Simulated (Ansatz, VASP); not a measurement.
## Fe in VASP and in Ansatz

```
Fe
1.0
    -1.48919    1.48919    1.38196
     1.48919   -1.48919    1.38196
     1.48919    1.48919   -1.38196
Fe
1
Cartesian
  0.0000 0.0000 0.0000
```

Alike in both runs: task single point; functional PBE; k mesh 12 × 12 × 12; occupations gaussian, width 0.15 eV; collinear spin.

|  | VASP | Ansatz |
| --- | --- | --- |
| version | VASP 6.6.1 | Ansatz 0.2.0 |
| potentials or method | VASP PAW PBE potentials, release 64 (Fe), cutoff 520 eV | scalar-relativistic, plane waves, PAW |
| valence electrons in the cell | 8 | 16 |

```tsv
	VASP	Ansatz	Ansatz less VASP
gap on the k mesh at the Fermi level (eV)	none	none	-
pressure (GPa)	-9.6	-10.0	-0.33
traceless stress, the component that is largest in VASP (GPa)	4.78	5.01	+0.230
net moment per atom (μB)	2.41	2.39	-0.027
size of the moment on the site where the two differ most (μB)	2.42	2.44	+0.020
```

Site moments also hang on the region over which each program counts them. A gap of «none» marks a metal or a gap that the smearing closes. VASP's potentials hold 8 valence electrons a cell and Ansatz's 16, so a difference there can come from the potentials and not from the codes.
